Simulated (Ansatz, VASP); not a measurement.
One calculation of Pt, two programs

```
CELL_PARAMETERS angstrom
0.00000 2.07443 1.92030
2.07443 0.00000 1.92030
2.07443 2.07443 0.00000
ATOMIC_POSITIONS crystal
Pt 0.00000 0.00000 0.00000
```

Alike in both runs: task single point; functional LDA; k mesh 22 × 22 × 22; occupations gaussian, width 0.15 eV; no spin polarisation.

```csv
,VASP,Ansatz
version,VASP 6.6.1,Ansatz 0.2.0
potentials or method,"VASP PAW LDA potentials, release 64 (Pt), cutoff 520 eV","scalar-relativistic, plane waves, PAW"
valence electrons in the cell,10,18
```

VASP gave:

| Item | Value |
| --- | --- |
| gap on the k mesh at the Fermi level (eV) | none |
| pressure (GPa) | -24.7 |
| traceless stress, the component that is largest in VASP (GPa) | 2.54 |

Question: Which values does Ansatz return?

Answer: gap on the k mesh at the Fermi level (eV): none; pressure (GPa): -25.2; traceless stress, the component that is largest in VASP (GPa): 2.52.

Ansatz warns that its potentials were made for another functional, while VASP's fit it. LDA's correlation is that of Perdew and Zunger in VASP and of Perdew and Wang (1992) in Ansatz. A gap of «none» marks a metal or a gap that the smearing closes. VASP's potentials hold 10 valence electrons a cell and Ansatz's 18, so a difference there can come from the potentials and not from the codes.

Spin-orbit coupling is off throughout.
